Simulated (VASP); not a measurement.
A run of VASP 6.6.1 is set up as follows.

POSCAR

```
SnSe
1.0
    0.0000000000      3.0100000000      3.0100000000
    3.0100000000      0.0000000000      3.0100000000
    3.0100000000      3.0100000000      0.0000000000
Sn Se
1 1
Direct
    0.0000000000      0.0000000000      0.0000000000
    0.5000000000      0.5000000000      0.5000000000
```

The input INCAR.step1:

```
SYSTEM = SnSe
ALGO     = Normal         ! electronic algorithm
EDIFF    = 1E-5           ! SCF threshold, eV
ENCUT    = 440            ! plane-wave cutoff, eV
GGA      = PE             ! functional
GGA_COMPAT= .False.      
ISMEAR   = -1             ! smearing method
LASPH    = .True.         ! aspherical terms in the spheres
LCHARG   = .False.        ! write CHGCAR
LREAL    = .False.        ! projectors in reciprocal space
LWAVE    = .True.         ! write WAVECAR
NBANDS   = 17             ! bands
NELM     = 120            ! most SCF steps
PREC     = Accurate       ! precision mode
SIGMA    = 0.02           ! smearing width, eV
```

INCAR.step2

```
SYSTEM = SnSe
ALGO     = Normal         ! electronic algorithm
EDIFF    = 1E-8           ! SCF threshold, eV
ENCUT    = 440            ! plane-wave cutoff, eV
GGA_COMPAT= .False.      
ISIF     = 2              ! what is computed and relaxed
ISMEAR   = -1             ! smearing method
ISTART   = 1            
LASPH    = .True.         ! aspherical terms in the spheres
LCHARG   = .False.        ! write CHGCAR
LEFG     = .True.       
LMIXTAU  = .True.       
LREAL    = .False.        ! projectors in reciprocal space
LWAVE    = .False.        ! write WAVECAR
METAGGA  = R2SCAN         ! meta-GGA
NBANDS   = 17             ! bands
NELM     = 120            ! most SCF steps
PREC     = Accurate       ! precision mode
SIGMA    = 0.02           ! smearing width, eV
```

The input KPOINTS:

```
k-points
0
Gamma
  13 13 13
  0 0 0
```

Potentials or basis: VASP PAW PBE potentials, release 64 (Sn_d, Se).

The run is started by

```console
$ cat potpaw_PBE.64/Sn_d/POTCAR potpaw_PBE.64/Se/POTCAR > POTCAR
$ cp INCAR.step1 INCAR
$ mpirun -np 1 vasp_std > vasp.out
$ cp INCAR.step2 INCAR
$ mpirun -np 1 vasp_std > vasp.out
```

(1) What does it give for the pressure?

## Answers

(1) 0.0 GPa.

Caveat: without QUAD_EFG the Cq values of the log hold for a quadrupole moment of 1 mb, not for the nuclei; the PAW data sets were made with another functional, which shifts forces and pressure a little.
